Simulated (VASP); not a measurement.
# Au (Fm-3m) in VASP: single point with PBE

Aim: the single point of Au with PBE.

Program: VASP 6.6.1. These are calculated values, not measurements. Logs are shortened: lines on timing, memory, paths and dates and some standing lists are left out, and cuts for length are marked.

## 1. The cell of the first run

Symmetry: Fm-3m, No. 225, cubic system. Conventional cell: a = 4.146 Å, b = 4.146 Å, c = 4.146 Å, α = 90.00°, β = 90.00°, γ = 90.00°. Within 3.9 Å of Au (site symmetry m-3m) lie 12 Au at 2.93 Å.

## 2. Single point, PBE, non-collinear spin, zero start, spin-orbit coupling

POSCAR

```
Au
1.0
    0.0000000000      2.0731781367      2.0731781367
    2.0731781367      0.0000000000      2.0731781367
    2.0731781367      2.0731781367      0.0000000000
Au
1
Direct
    0.0000000000      0.0000000000      0.0000000000
```

INCAR.step1

```
SYSTEM = Au
PREC = Accurate ; ENCUT = 520
EDIFF = 1E-6 ; ISMEAR = 0
SIGMA = 0.05 ; LREAL = .FALSE.
LASPH = .TRUE. ; NELM = 150
ALGO = Normal ; ISIF = 2
LWAVE = .FALSE. ; LCHARG = .TRUE.
MAGMOM = 0 0 0 ; LSORBIT = .TRUE.
GGA_COMPAT = .FALSE. ; LORBMOM = .TRUE.
LMAXMIX = 4 ; GGA = PE
NBANDS = 22
```

KPOINTS.step1

```
regular mesh
0
G
  18 18 18
  0 0 0
```

INCAR.step2

```
SYSTEM = Au
PREC = Accurate ; ENCUT = 520
EDIFF = 1E-6 ; ISMEAR = -5
SIGMA = 0.05 ; LREAL = .FALSE.
LASPH = .TRUE. ; NELM = 150
ALGO = Normal ; ISIF = 2
LWAVE = .FALSE. ; LCHARG = .FALSE.
MAGMOM = 0 0 0 ; LORBIT = 11
LSORBIT = .TRUE. ; GGA_COMPAT = .FALSE.
LORBMOM = .TRUE. ; LMAXMIX = 4
GGA = PE ; NEDOS = 2001
ICHARG = 11
```

KPOINTS.step2

```
regular mesh
0
G
  27 27 27
  0 0 0
```

Potentials or basis: VASP PAW PBE potentials, release 64 (Au).

Launch:

```bash
cat potpaw_PBE.64/Au/POTCAR > POTCAR
cp INCAR.step1 INCAR
cp KPOINTS.step1 KPOINTS
mpirun -np 1 vasp_ncl > vasp.out
cp INCAR.step2 INCAR
cp KPOINTS.step2 KPOINTS
mpirun -np 1 vasp_ncl > vasp.out
```

OUTCAR:

```text
SYSTEM = Au
   PREC = Accurate
   ENCUT = 520
   EDIFF = 1E-6
   ISMEAR = -5
   LREAL = .FALSE.
   LASPH = .TRUE.
   NELM = 150
   ISIF = 2
   LORBIT = 11
   LSORBIT = .TRUE.
   GGA = PE
   ICHARG = 11

 ion  position               nearest neighbor table
   1  0.000  0.000  0.000-

  LATTYP: Found a face centered cubic cell.
 ALAT       =     4.1463562734

  Lattice vectors:

 A1 = (   0.0000000000,   2.0731781367,   2.0731781367)
 A2 = (   2.0731781367,   0.0000000000,   2.0731781367)
 A3 = (   2.0731781367,   2.0731781367,   0.0000000000)

Analysis of symmetry for initial positions (statically):
=====================================================================
 Subroutine PRICEL returns:
 Original cell was already a primitive cell.

 Routine SETGRP: Setting up the symmetry group for a
 face centered cubic supercell.

 Subroutine GETGRP returns: Found 48 space group operations
 (whereof 48 operations were pure point group operations)
 out of a pool of 48 trial point group operations.

The static configuration has the point symmetry O_h .

Analysis of symmetry for dynamics (positions and initial velocities):
=====================================================================
 Subroutine PRICEL returns:
 Original cell was already a primitive cell.

 Routine SETGRP: Setting up the symmetry group for a
 face centered cubic supercell.

 Subroutine GETGRP returns: Found 48 space group operations
 (whereof 48 operations were pure point group operations)
 out of a pool of 48 trial point group operations.

The dynamic configuration has the point symmetry O_h .

Analysis of structural, dynamic, and magnetic symmetry:
=====================================================================
 Subroutine PRICEL returns:
 Original cell was already a primitive cell.

 Routine SETGRP: Setting up the symmetry group for a
 face centered cubic supercell.

 Subroutine GETGRP returns: Found 48 space group operations
 (whereof 48 operations were pure point group operations)
 out of a pool of 48 trial point group operations.

The overall configuration has the point symmetry O_h .

 Subroutine INISYM returns: Found 48 space group operations
 (whereof 48 operations are pure point group operations),
 and found     1 'primitive' translations

----------------------------------------------------------------------------------------

                                     Primitive cell

[... 147 lines left out ...]
      2      -0.6483      1.00000
      3       3.6389      1.00000
      4       3.6389      1.00000
      5       3.6389      1.00000
      6       3.6389      1.00000
[... 481 lines left out ...]
      5       4.8037      1.00000
      6       4.8037      1.00000
[... 10 lines left out ...]
     17      25.6333      0.00000
     18      25.6333      0.00000

 [... further k-points ...]

------------------------ aborting loop because EDIFF is reached ----------------------------------------

  FORCE on cell =-STRESS in cart. coord.  units (eV):
  Direction    XX          YY          ZZ          XY          YZ          ZX
  --------------------------------------------------------------------------------------
  -------------------------------------------------------------------------------------
  Total       -0.0534221     -0.0534221     -0.0534221     -0.0000000      0.0000000     -0.0000000
  in kB       -4.8027708     -4.8027708     -4.8027708     -0.0000000      0.0000000     -0.0000000
  external PRESSURE =      -4.8027708 kB  Pullay stress =       0.0000000 kB

 VOLUME and BASIS-vectors are now :
 -----------------------------------------------------------------------------
  energy-cutoff  :      520.00
  volume of cell :       17.82
      direct lattice vectors                 reciprocal lattice vectors
     0.000000000  2.073178137  2.073178137    -0.241175609  0.241175609  0.241175609
     2.073178137  0.000000000  2.073178137     0.241175609 -0.241175609  0.241175609
     2.073178137  2.073178137  0.000000000     0.241175609  0.241175609 -0.241175609

 POSITION                                       TOTAL-FORCE (eV/Angst)
 -----------------------------------------------------------------------------------
      0.00000      0.00000      0.00000         0.000000      0.000000      0.000000
 -----------------------------------------------------------------------------------
    total drift:                                0.000000      0.000000      0.000000

  FREE ENERGIE OF THE ION-ELECTRON SYSTEM (eV)
  ---------------------------------------------------
  free  energy   TOTEN  =        -3.5054124262 eV

  energy  without entropy=       -3.5054124262  energy(sigma->0) =       -3.50541243

 orbital moment (x)

 # of ion     p       d       tot
 ----------------------------------------
  1        -0.000  -0.000  -0.000
 ----------------------------------------
           -0.000  -0.000  -0.000

 orbital moment (y)

 # of ion     p       d       tot
 ----------------------------------------
  1        -0.000   0.000   0.000
 ----------------------------------------
           -0.000   0.000   0.000

 orbital moment (z)

 # of ion     p       d       tot
 ----------------------------------------
  1         0.000   0.000   0.000
 ----------------------------------------
            0.000   0.000   0.000

 Spin-Orbit-Coupling matrix elements

 Ion:    1  E_soc:     -0.5742431
 l=   1
     0.0000000    -0.0244452    -0.0244452
    -0.0244452     0.0000000    -0.0244452
    -0.0244452    -0.0244452     0.0000000
 l=   2
     0.0000000    -0.0155351     0.0000000    -0.0155351    -0.0557269
    -0.0155351     0.0000000    -0.0417952    -0.0155351    -0.0139317
     0.0000000    -0.0417952     0.0000000    -0.0417952     0.0000000
    -0.0155351    -0.0155351    -0.0417952     0.0000000    -0.0139317
    -0.0557269    -0.0139317     0.0000000    -0.0139317     0.0000000
 l=   3
     0.0000000     0.0000000     0.0000000     0.0000000     0.0000000     0.0000000     0.0000000
     0.0000000     0.0000000     0.0000000     0.0000000     0.0000000     0.0000000     0.0000000
     0.0000000     0.0000000     0.0000000     0.0000000     0.0000000     0.0000000     0.0000000
     0.0000000     0.0000000     0.0000000     0.0000000     0.0000000     0.0000000     0.0000000
     0.0000000     0.0000000     0.0000000     0.0000000     0.0000000     0.0000000     0.0000000
     0.0000000     0.0000000     0.0000000     0.0000000     0.0000000     0.0000000     0.0000000
     0.0000000     0.0000000     0.0000000     0.0000000     0.0000000     0.0000000     0.0000000

 total charge

# of ion       s       p       d       tot
------------------------------------------
    1        0.527   0.337   8.737   9.601

 magnetization (x)

# of ion       s       p       d       tot
------------------------------------------
    1       -0.000  -0.000   0.000  -0.000

 magnetization (y)

# of ion       s       p       d       tot
------------------------------------------
    1       -0.000   0.000  -0.000  -0.000

 magnetization (z)

# of ion       s       p       d       tot
------------------------------------------
    1        0.000  -0.000  -0.000   0.000
```

OUTCAR.step1:

```text
SYSTEM = Au
   PREC = Accurate
   ENCUT = 520
   EDIFF = 1E-6
   ISMEAR = 0
   LREAL = .FALSE.
[... 887 lines left out ...]
     0.0000000     0.0000000     0.0000000     0.0000000     0.0000000     0.0000000     0.0000000
     0.0000000     0.0000000     0.0000000     0.0000000     0.0000000     0.0000000     0.0000000
     0.0000000     0.0000000     0.0000000     0.0000000     0.0000000     0.0000000     0.0000000
     0.0000000     0.0000000     0.0000000     0.0000000     0.0000000     0.0000000     0.0000000
     0.0000000     0.0000000     0.0000000     0.0000000     0.0000000     0.0000000     0.0000000
     0.0000000     0.0000000     0.0000000     0.0000000     0.0000000     0.0000000     0.0000000

=======================================================================

 ========================================================
```

It took 8.9 min on 1 thread of Intel Xeon 8259CL, shared host; peak memory 0.4 GiB.

What came out:

```
Net moment                                            : 0.00 μB per cell
Valence electrons inside the program's atomic spheres : Au 9.60
```

Moments on the atoms (μB; x, y, z):
```
Au  0.00 0.00 0.00
```
